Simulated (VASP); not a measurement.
TiAl: relaxation of cell and atoms with PBE

TiAl:

```xyz
2
Lattice="2.6284 0.0000 0.0000 0.0000 2.6284 0.0000 0.0000 0.0000 3.7888" Properties=species:S:1:pos:R:3 pbc="T T T"
Ti    1.3142    1.3142    1.8944
Al    0.0000    0.0000    0.0000
```

| Property | Result |
| --- | --- |
| Program | VASP 6.6.1 |
| Task | relaxation of cell and atoms |
| Functional | PBE |
| Potentials or basis | VASP PAW PBE potentials, release 64 (Ti_sv, Al) |
| Cutoff | 600 eV |
| k mesh | 16 × 16 × 12 |
| Occupations | gaussian, width 0.1 eV |
| Spin | no spin polarisation |
| Target pressure | 40 GPa |
| Dipole correction | no |
| Further INCAR settings | ALGO = Fast; EDIFF = 1e-06; IBRION = 2; EDIFFG = -0.008; NSW = 70; ISIF = 3 |

```
Relaxed volume                                             : 12.92 Å³/atom
Relaxed cell                                               : a = 2.623 Å, b = 2.623 Å, c = 3.756 Å, α = 90.00°, β = 90.00°, γ = 90.00°
Space group after relaxing (to 0.1 Å)                      : P4/mmm (No. 123)
Energy change on relaxing (the run minimises the enthalpy) : +40.3 meV/atom
Ionic steps                                                : 9
Pressure after relaxing                                    : 39.9 GPa
Band gap on the k mesh                                     : zero (an odd number of electrons rules out a gap without spin polarisation)
```

Step by step:
```tsv
step	energy change (eV)	largest force (eV/Å)	pressure (GPa)	volume (Å³)
1	0.0000	0.0000	36.75	26.18
2	0.2573	0.0000	46.56	25.18
3	0.0815	0.0000	40.01	25.83
4	0.0798	0.0000	39.95	25.84
5	0.0799	0.0000	39.90	25.84
6	0.0803	0.0000	39.89	25.84
7	0.0805	0.0000	39.89	25.84
8	0.0809	0.0000	39.89	25.84
9	0.0807	0.0000	39.92	25.84
```

Final structure:
```xyz
2
Lattice="2.6227 0.0000 0.0000 0.0000 2.6227 0.0000 0.0000 0.0000 3.7562" Properties=species:S:1:pos:R:3 pbc="T T T"
Ti    1.3114    1.3114    1.8781
Al    0.0000    0.0000    0.0000
```

Levels at points of the mesh, in eV from the Fermi level:
| k point | band 6 | band 7 | band 8 | band 9 | band 10 | band 11 |
| --- | --- | --- | --- | --- | --- | --- |
| (0.00, 0.00, 0.00) | -2.36 | -1.22 | 0.12 | 2.77 | 2.77 | 4.30 |
| (0.50, 0.00, 0.00) | -4.60 | -2.17 | -0.35 | 2.15 | 3.29 | 5.75 |
| (0.50, 0.50, 0.00) | -0.77 | -0.46 | -0.46 | -0.28 | -0.28 | 5.55 |
| (0.00, 0.00, 0.50) | -5.71 | -0.97 | 0.82 | 2.30 | 2.30 | 4.33 |
| (0.50, 0.00, 0.50) | -3.26 | -1.28 | -0.83 | 1.79 | 2.20 | 2.93 |
| (0.50, 0.50, 0.50) | -2.86 | -2.86 | 2.80 | 2.84 | 3.16 | 5.27 |

It took 13 min on 1 thread of Intel Xeon 8259CL (shared host), peak memory 0.27 GiB.

Caveat: the cell is relaxed towards a set pressure, so the run minimises the enthalpy, not the energy.
